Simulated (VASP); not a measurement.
# Ga3Se (P4/mmm) in VASP: a series of runs

Ga3Se is run at these levels: r2SCAN; tasks: single point.

Program: VASP 6.6.1. These are calculated values, not measurements. Logs are shortened: lines on timing, memory, paths and dates and some standing lists are left out, and cuts for length are marked.

## 1. The cell of the first run

The structure is tetragonal, space group P4/mmm (No. 123). Conventional cell: a = 4.432 Å, b = 4.432 Å, c = 4.462 Å, α = 90.00°, β = 90.00°, γ = 90.00°. Ga (site symmetry mmm) has 8 Ga at 3.13 to 3.14 Å and 4 Se at 3.14 Å within 4.1 Å. Ga (site symmetry 4/mmm) has 4 Se at 3.13 Å and 8 Ga at 3.14 Å within 4.1 Å. Within 4.1 Å of Se (site symmetry 4/mmm) lie 12 Ga at 3.13 to 3.14 Å.

## 2. Single point, r2SCAN

Contents of POSCAR:

```
Ga3Se
1.0
    4.4324600000      0.0000000000      0.0000000000
    0.0000000000      4.4324600000      0.0000000000
    0.0000000000      0.0000000000      4.4620097333
Ga Se
3 1
Direct
    0.0000000000      0.5000000000      0.5000000000
    0.5000000000      0.0000000000      0.5000000000
    0.5000000000      0.5000000000      0.0000000000
    0.0000000000      0.0000000000      0.0000000000
```

Contents of INCAR.step1:

```
SYSTEM = Ga3Se
ALGO     = Normal         ! electronic algorithm
EDIFF    = 1E-4           ! SCF threshold, eV
ENCUT    = 520            ! plane-wave cutoff, eV
GGA      = PE             ! functional
ISMEAR   = -1             ! smearing method
LASPH    = .TRUE.         ! aspherical terms in the spheres
LCHARG   = .FALSE.        ! write CHGCAR
LREAL    = .FALSE.        ! projectors in reciprocal space
LWAVE    = .TRUE.         ! write WAVECAR
NBANDS   = 30             ! bands
NELM     = 100            ! most SCF steps
PREC     = Accurate       ! precision mode
SIGMA    = 0.05           ! smearing width, eV
```

Contents of INCAR.step2:

```
SYSTEM = Ga3Se
ALGO     = Normal         ! electronic algorithm
EDIFF    = 1E-6           ! SCF threshold, eV
ENCUT    = 520            ! plane-wave cutoff, eV
ISIF     = 2              ! what is computed and relaxed
ISMEAR   = -1             ! smearing method
ISTART   = 1            
LASPH    = .TRUE.         ! aspherical terms in the spheres
LCHARG   = .FALSE.        ! write CHGCAR
LMIXTAU  = .TRUE.       
LREAL    = .FALSE.        ! projectors in reciprocal space
LWAVE    = .FALSE.        ! write WAVECAR
METAGGA  = R2SCAN         ! meta-GGA
NBANDS   = 30             ! bands
NELM     = 100            ! most SCF steps
PREC     = Accurate       ! precision mode
SIGMA    = 0.05           ! smearing width, eV
```

Contents of KPOINTS:

```
k-points
0
G
  8 8 8
  0 0 0
```

Potentials or basis: VASP PAW PBE potentials, release 64 (Ga_d, Se).

Launch:

```bash
cat potpaw_PBE.64/Ga_d/POTCAR potpaw_PBE.64/Se/POTCAR > POTCAR
cp INCAR.step1 INCAR
mpirun -np 1 vasp_std > vasp.out
cp INCAR.step2 INCAR
mpirun -np 1 vasp_std > vasp.out
```

OUTCAR:

```text
SYSTEM = Ga3Se
   EDIFF = 1E-6
   ENCUT = 520
   ISIF = 2
   ISMEAR = -1
   ISTART = 1
   LASPH = .TRUE.
   LREAL = .FALSE.
   METAGGA = R2SCAN
   NELM = 100
   PREC = Accurate

 ion  position               nearest neighbor table
   1  0.000  0.500  0.500-
   2  0.500  0.000  0.500-
   3  0.500  0.500  0.000-
   4  0.000  0.000  0.000-

  LATTYP: Found a simple tetragonal cell.
 ALAT       =     4.4324600000
 C/A-ratio  =     1.0066666667

  Lattice vectors:

 A1 = (   4.4324600000,   0.0000000000,   0.0000000000)
 A2 = (   0.0000000000,   4.4324600000,   0.0000000000)
 A3 = (   0.0000000000,   0.0000000000,   4.4620097333)

Analysis of symmetry for initial positions (statically):
=====================================================================
 Subroutine PRICEL returns:
 Original cell was already a primitive cell.

 Routine SETGRP: Setting up the symmetry group for a
 simple tetragonal supercell.

 Subroutine GETGRP returns: Found 16 space group operations
 (whereof 16 operations were pure point group operations)
 out of a pool of 16 trial point group operations.

The static configuration has the point symmetry D_4h.

Analysis of symmetry for dynamics (positions and initial velocities):
=====================================================================
 Subroutine PRICEL returns:
 Original cell was already a primitive cell.

 Routine SETGRP: Setting up the symmetry group for a
 simple tetragonal supercell.

 Subroutine GETGRP returns: Found 16 space group operations
 (whereof 16 operations were pure point group operations)
 out of a pool of 16 trial point group operations.

The dynamic configuration has the point symmetry D_4h.

 Subroutine INISYM returns: Found 16 space group operations
 (whereof 16 operations are pure point group operations),
 and found     1 'primitive' translations

----------------------------------------------------------------------------------------

                                     Primitive cell

  volume of cell :      87.6638

  direct lattice vectors                    reciprocal lattice vectors
     4.432460000  0.000000000  0.000000000     0.225608353  0.000000000  0.000000000
     0.000000000  4.432460000  0.000000000     0.000000000  0.225608353  0.000000000
     0.000000000  0.000000000  4.462009733     0.000000000  0.000000000  0.224114258

  length of vectors
     4.432460000  4.432460000  4.462009733     0.225608353  0.225608353  0.224114258

  position of ions in fractional coordinates (direct lattice)
     0.000000000  0.500000000  0.500000000
     0.500000000  0.000000000  0.500000000
     0.500000000  0.500000000  0.000000000
     0.000000000  0.000000000  0.000000000

  ion indices of the primitive-cell ions
   primitive index   ion index
                 1           1
                 2           2
                 3           3
                 4           4

----------------------------------------------------------------------------------------

 KPOINTS: k-points

Automatic generation of k-mesh.
 Grid dimensions read from file:
 generate k-points for:    8    8    8

 Generating k-lattice:

  Cartesian coordinates                     Fractional coordinates (reciprocal lattice)
     0.028201044  0.000000000  0.000000000     0.125000000  0.000000000  0.000000000
     0.000000000  0.028201044  0.000000000     0.000000000  0.125000000  0.000000000
     0.000000000  0.000000000  0.028014282     0.000000000  0.000000000  0.125000000

  Length of vectors
     0.028201044  0.028201044  0.028014282

  Shift w.r.t. Gamma in fractional coordinates (k-lattice)
     0.000000000  0.000000000  0.000000000

 Subroutine IBZKPT returns following result:
 ===========================================

 Found     75 irreducible k-points:

 Following reciprocal coordinates:
            Coordinates               Weight
  0.000000  0.000000  0.000000      1.000000
  0.125000  0.000000  0.000000      4.000000
  0.250000  0.000000  0.000000      4.000000
  0.375000  0.000000  0.000000      4.000000
  0.500000  0.000000  0.000000      2.000000
  0.125000  0.125000  0.000000      4.000000
[... 16 lines left out ...]
  0.375000  0.125000  0.125000     16.000000
  0.500000  0.125000  0.125000      8.000000
 [... further k-points ...]
   k-points           NKPTS =     75   k-points in BZ     NKDIM =     75   number of bands    NBANDS=     30
   number of dos      NEDOS =    301   number of ions     NIONS =      4
   total plane-waves  NPLWV =  46656
   dimension x,y,z NGX =    36 NGY =   36 NGZ =   36
   dimension x,y,z NGXF=    72 NGYF=   72 NGZF=   72
   ions per type =               3   1
   NGX,Y,Z   is equivalent  to a cutoff of  13.50, 13.50, 13.41 a.u.
   NGXF,Y,Z  is equivalent  to a cutoff of  27.00, 27.00, 26.83 a.u.
 SYSTEM =  Ga3Se
   PREC   = accura    normal or accurate (medium, high low for compatibility)
   ISTART =      1    job   : 0-new  1-cont  2-samecut
   ICHARG =      0    charge: 1-file 2-atom 10-const
[... 42 lines left out ...]
   NGX = 17   NGY = 17   NGZ = 17

 number of electron      44.9999948 magnetization

 Free energy of the ion-electron system (eV)
  ---------------------------------------------------
  ext. energy  EPLUGINS =         0.00000000
  ---------------------------------------------------
  free energy    TOTEN  =       -48.21155607 eV

  energy without entropy =      -48.19983689  energy(sigma->0) =      -48.20569648

 E-fermi :   4.4672     XC(G=0): -11.0404

 val. band max:        4.4607473818   @ k =   0.2500   0.2500   0.5000
 cond. band min:       4.5083240935   @ k =   0.1250   0.1250   0.1250
 fundamental gap:      0.0475767117
 Fermi energy:         4.4672164281

 k-point     1 :       0.0000    0.0000    0.0000
  band No.  band energies     occupation
      1     -11.1369      2.00000
      2     -11.1217      2.00000
      3     -11.1172      2.00000
      4     -11.1172      2.00000
      5     -11.0751      2.00000
      6     -11.0683      2.00000
[... 22 lines left out ...]
     29      11.0273      0.00000
     30      12.0574      0.00000

 k-point     2 :       0.1250    0.0000    0.0000
  band No.  band energies     occupation
      1     -11.1269      2.00000
      2     -11.1152      2.00000
      3     -11.1137      2.00000
      4     -11.1095      2.00000
      5     -11.0713      2.00000
      6     -11.0655      2.00000
[... 22 lines left out ...]
     29      11.5111      0.00000
     30      12.1323      0.00000

 k-point     3 :       0.2500    0.0000    0.0000
  band No.  band energies     occupation
      1     -11.1100      2.00000
      2     -11.1002      2.00000
      3     -11.0910      2.00000
      4     -11.0879      2.00000
      5     -11.0663      2.00000
      6     -11.0527      2.00000
[... 22 lines left out ...]
     29      12.0628      0.00000
     30      12.3408      0.00000

 k-point     4 :       0.3750    0.0000    0.0000
  band No.  band energies     occupation
      1     -11.1044      2.00000
      2     -11.0711      2.00000
      3     -11.0583      2.00000
      4     -11.0576      2.00000
      5     -11.0560      2.00000
      6     -11.0341      2.00000
[... 22 lines left out ...]
     29      10.7101      0.00000
     30      11.3630      0.00000

 k-point     5 :       0.5000    0.0000    0.0000
  band No.  band energies     occupation
      1     -11.1018      2.00000
      2     -11.0663      2.00000
      3     -11.0387      2.00000
      4     -11.0356      2.00000
      5     -11.0343      2.00000
      6     -11.0234      2.00000
[... 22 lines left out ...]
     29       9.3463      0.00000
     30      10.8996      0.00000
[... 526 lines left out ...]
     29      11.0662      0.00000
     30      11.8142      0.00000

 k-point    22 :       0.2500    0.1250    0.1250
  band No.  band energies     occupation
      1     -11.1067      2.00000
      2     -11.0910      2.00000
      3     -11.0855      2.00000
      4     -11.0734      2.00000
      5     -11.0554      2.00000
      6     -11.0447      2.00000
[... 22 lines left out ...]
     29       9.7524      0.00000
     30      12.5359      0.00000

 k-point    23 :       0.3750    0.1250    0.1250
  band No.  band energies     occupation
      1     -11.0950      2.00000
      2     -11.0767      2.00000
      3     -11.0617      2.00000
      4     -11.0544      2.00000
      5     -11.0415      2.00000
      6     -11.0260      2.00000
[... 22 lines left out ...]
     29       9.1421      0.00000
     30      11.5833      0.00000

 k-point    24 :       0.5000    0.1250    0.1250
  band No.  band energies     occupation
      1     -11.0899      2.00000
      2     -11.0636      2.00000
      3     -11.0634      2.00000
      4     -11.0428      2.00000
      5     -11.0242      2.00000
      6     -11.0163      2.00000
[... 22 lines left out ...]
     29      10.2687      0.00000
     30      10.3297      0.00000

 [... further k-points ...]

------------------------ aborting loop because EDIFF is reached ----------------------------------------

  FORCE on cell =-STRESS in cart. coord.  units (eV):
  Direction    XX          YY          ZZ          XY          YZ          ZX
  --------------------------------------------------------------------------------------
  -------------------------------------------------------------------------------------
  Total       -1.0125377     -1.0125377     -1.0566807      0.0000000     -0.0000000      0.0000000
  in kB      -18.5055340    -18.5055340    -19.3123090      0.0000000     -0.0000000      0.0000000
  external PRESSURE =     -18.7744590 kB  Pullay stress =       0.0000000 kB

 VOLUME and BASIS-vectors are now :
 -----------------------------------------------------------------------------
  energy-cutoff  :      520.00
  volume of cell :       87.66
      direct lattice vectors                 reciprocal lattice vectors
     4.432460000  0.000000000  0.000000000     0.225608353  0.000000000  0.000000000
     0.000000000  4.432460000  0.000000000     0.000000000  0.225608353  0.000000000
     0.000000000  0.000000000  4.462009733     0.000000000  0.000000000  0.224114258

 POSITION                                       TOTAL-FORCE (eV/Angst)
 -----------------------------------------------------------------------------------
      0.00000      2.21623      2.23100         0.000000      0.000000      0.000000
      2.21623      0.00000      2.23100         0.000000      0.000000      0.000000
      2.21623      2.21623      0.00000         0.000000      0.000000      0.000000
      0.00000      0.00000      0.00000         0.000000      0.000000      0.000000
 -----------------------------------------------------------------------------------
    total drift:                                0.000000      0.000000      0.000000

  FREE ENERGIE OF THE ION-ELECTRON SYSTEM (eV)
  ---------------------------------------------------
  free  energy   TOTEN  =       -48.2115560744 eV

  energy  without entropy=      -48.1998368905  energy(sigma->0) =      -48.20569648
```

Wall time 3.7 min (1 thread of Intel Xeon 6975P-C (Granite Rapids), shared host); peak memory 0.32 GiB.

What came out:

```
Free energy            : -48.2116 eV
Pressure               : -1.9 GPa
Band gap on the k mesh : zero (an odd number of electrons rules out a gap without spin polarisation)
```

Stress tensor (GPa, compression positive):
```
-1.85  0.00  0.00
 0.00 -1.85  0.00
 0.00  0.00 -1.93
```

Levels at points of the mesh, in eV from the Fermi level:
```csv
k point,band 20,band 21,band 22,band 23,band 24,band 25
"(0.00, 0.00, 0.00)",-3.91,-2.89,-2.81,1.61,1.62,1.62
"(0.50, 0.00, 0.00)",-2.95,-2.20,-1.15,-0.30,-0.23,1.41
"(0.50, 0.50, 0.00)",-2.35,-0.81,-0.81,-0.68,1.38,1.77
"(0.00, 0.00, 0.50)",-2.97,-2.16,-1.13,-0.26,-0.26,1.46
"(0.50, 0.00, 0.50)",-2.33,-0.75,-0.73,-0.60,1.49,1.81
"(0.50, 0.50, 0.50)",-5.04,-5.04,-5.03,-3.69,4.08,4.18
```

Caveat: the PAW data sets were made with another functional, which shifts forces and pressure a little.

## 3. Single point, r2SCAN

This run uses another cell than the first one, of 22.06 Å³/atom.

Changes to POSCAR since step 2:

```diff
@@ -4,3 +4,3 @@
     0.0000000000      4.4324600000      0.0000000000
-    0.0000000000      0.0000000000      4.4620097333
+    0.0000000000      0.0000000000      4.4915594667
 Ga Se
```

Changes to INCAR.step1 since step 2:

```diff
@@ -11,3 +11,3 @@
 NBANDS   = 30             ! bands
-NELM     = 100            ! most SCF steps
+NELM     = 60             ! most SCF steps
 PREC     = Accurate       ! precision mode
```

Changes to INCAR.step2 since step 2:

```diff
@@ -2,3 +2,3 @@
 ALGO     = Normal         ! electronic algorithm
-EDIFF    = 1E-6           ! SCF threshold, eV
+EDIFF    = 1E-7           ! SCF threshold, eV
 ENCUT    = 520            ! plane-wave cutoff, eV
@@ -14,3 +14,3 @@
 NBANDS   = 30             ! bands
-NELM     = 100            ! most SCF steps
+NELM     = 60             ! most SCF steps
 PREC     = Accurate       ! precision mode
```

KPOINTS is that of step 2.

Potentials or basis: VASP PAW PBE potentials, release 64 (Ga_d, Se).

Launch:

```bash
cat potpaw_PBE.64/Ga_d/POTCAR potpaw_PBE.64/Se/POTCAR > POTCAR
cp INCAR.step1 INCAR
mpirun -np 1 vasp_std > vasp.out
cp INCAR.step2 INCAR
mpirun -np 1 vasp_std > vasp.out
```

Wall time 5 min (1 thread of Intel Xeon 6975P-C (Granite Rapids), shared host); peak memory 0.32 GiB.

It converged, with:

```yaml
Free_energy: -48.2041 eV
Pressure: -2.1 GPa
Band_gap_on_the_k_mesh: zero (an odd number of electrons rules out a gap without spin polarisation)
```

Stress tensor (GPa, compression positive):
```
-2.05  0.00  0.00
 0.00 -2.05  0.00
 0.00  0.00 -2.22
```

Levels at points of the mesh, in eV from the Fermi level:
```
           k point  band 19  band 20  band 21  band 22  band 23  band 24  band 25  band 26
(0.00, 0.00, 0.00)    -3.86    -3.86    -2.94    -2.79     1.59     1.61     1.61     4.61
(0.50, 0.00, 0.00)    -2.99    -2.91    -2.25    -1.14    -0.32    -0.18     1.41     4.22
(0.50, 0.50, 0.00)    -6.60    -2.35    -0.87    -0.87    -0.71     1.30     1.75     1.75
(0.00, 0.00, 0.50)    -2.95    -2.95    -2.16    -1.11    -0.25    -0.25     1.51     4.11
(0.50, 0.00, 0.50)    -6.65    -2.30    -0.75    -0.71    -0.57     1.50     1.83     1.83
(0.50, 0.50, 0.50)    -5.23    -5.00    -5.00    -4.98    -3.66     3.98     4.18     4.18
```

Caveat: the PAW data sets were made with another functional, which shifts forces and pressure a little.

## 4. Single point, r2SCAN

This run uses another cell than the first one, of 22.21 Å³/atom.

Changes to POSCAR since step 3:

```diff
@@ -4,3 +4,3 @@
     0.0000000000      4.4324600000      0.0000000000
-    0.0000000000      0.0000000000      4.4915594667
+    0.0000000000      0.0000000000      4.5211092000
 Ga Se
```

Contents of INCAR.step1:

```
SYSTEM = Ga3Se
PREC     = Accurate       ! precision mode
ENCUT    = 520            ! plane-wave cutoff, eV
ISMEAR   = -1             ! smearing method
SIGMA    = 0.05           ! smearing width, eV
LREAL    = .FALSE.        ! projectors in reciprocal space
LASPH    = .TRUE.         ! aspherical terms in the spheres
NELM     = 100            ! most SCF steps
NBANDS   = 30             ! bands
GGA      = PE             ! functional
ALGO     = Normal         ! electronic algorithm
EDIFF    = 1E-4           ! SCF threshold, eV
LWAVE    = .TRUE.         ! write WAVECAR
LCHARG   = .FALSE.        ! write CHGCAR
```

Contents of INCAR.step2:

```
SYSTEM = Ga3Se
PREC     = Accurate       ! precision mode
ENCUT    = 520            ! plane-wave cutoff, eV
EDIFF    = 1E-6           ! SCF threshold, eV
ISMEAR   = -1             ! smearing method
SIGMA    = 0.05           ! smearing width, eV
LREAL    = .FALSE.        ! projectors in reciprocal space
LASPH    = .TRUE.         ! aspherical terms in the spheres
NELM     = 100            ! most SCF steps
ALGO     = Normal         ! electronic algorithm
ISIF     = 2              ! what is computed and relaxed
LWAVE    = .FALSE.        ! write WAVECAR
LCHARG   = .TRUE.         ! write CHGCAR
METAGGA  = R2SCAN         ! meta-GGA
LMIXTAU  = .TRUE.       
LELF     = .TRUE.         ! ELF
LVHAR    = .TRUE.       
NBANDS   = 30             ! bands
ISTART   = 1
```

Contents of KPOINTS:

```
regular mesh
0
G
  8 8 8
  0 0 0
```

Launch:

```bash
cat potpaw_PBE.64/Ga_d/POTCAR potpaw_PBE.64/Se/POTCAR > POTCAR
cp INCAR.step1 INCAR
mpirun -np 1 vasp_std > vasp.out
cp INCAR.step2 INCAR
mpirun -np 1 vasp_std > vasp.out
```

Run time: 3.8 min. Hardware: 1 thread of Intel Xeon 6975P-C (Granite Rapids), shared host; peak memory 0.32 GiB.

The run converged. Its results:

```yaml
Free_energy: -48.1957 eV
Pressure: -2.3 GPa
Band_gap_on_the_k_mesh: zero (an odd number of electrons rules out a gap without spin polarisation)
```

Stress tensor (GPa, compression positive):
```
-2.22  0.00  0.00
 0.00 -2.22  0.00
 0.00  0.00 -2.47
```

Levels at points of the mesh, in eV from the Fermi level:
```
           k point  band 19  band 20  band 21  band 22  band 23  band 24  band 25  band 26
(0.00, 0.00, 0.00)    -3.81    -3.81    -3.00    -2.76     1.57     1.60     1.60     4.59
(0.50, 0.00, 0.00)    -2.99    -2.86    -2.30    -1.13    -0.34    -0.13     1.41     4.20
(0.50, 0.50, 0.00)    -6.55    -2.34    -0.93    -0.93    -0.75     1.21     1.73     1.73
(0.00, 0.00, 0.50)    -2.92    -2.92    -2.16    -1.09    -0.23    -0.23     1.55     4.03
(0.50, 0.00, 0.50)    -6.64    -2.28    -0.75    -0.69    -0.54     1.52     1.84     1.85
(0.50, 0.50, 0.50)    -5.22    -4.96    -4.96    -4.94    -3.63     3.88     4.18     4.18
```

Caveat: the PAW data sets were made with another functional, which shifts forces and pressure a little.

## 5. Summary

| cell | gap on the mesh (eV) | pressure (GPa) |
| --- | --- | --- |
| a = 4.432, b = 4.432, c = 4.462 Å, 4 atoms | none | -1.9 |
| a = 4.432, b = 4.432, c = 4.492 Å, 4 atoms | none | -2.1 |
| a = 4.432, b = 4.432, c = 4.521 Å, 4 atoms | none | -2.3 |

Alike in all rows: task single point; level r2SCAN; potentials or basis VASP PAW PBE potentials, release 64 (Ga_d, Se); no spin polarisation; k mesh 8 × 8 × 8; cutoff (eV) 520; smearing fermi-dirac 0.05 eV.

Caveats: the PAW data sets were made with another functional, which shifts forces and pressure a little.

Absolute energies hang on the potentials; compare differences alone.
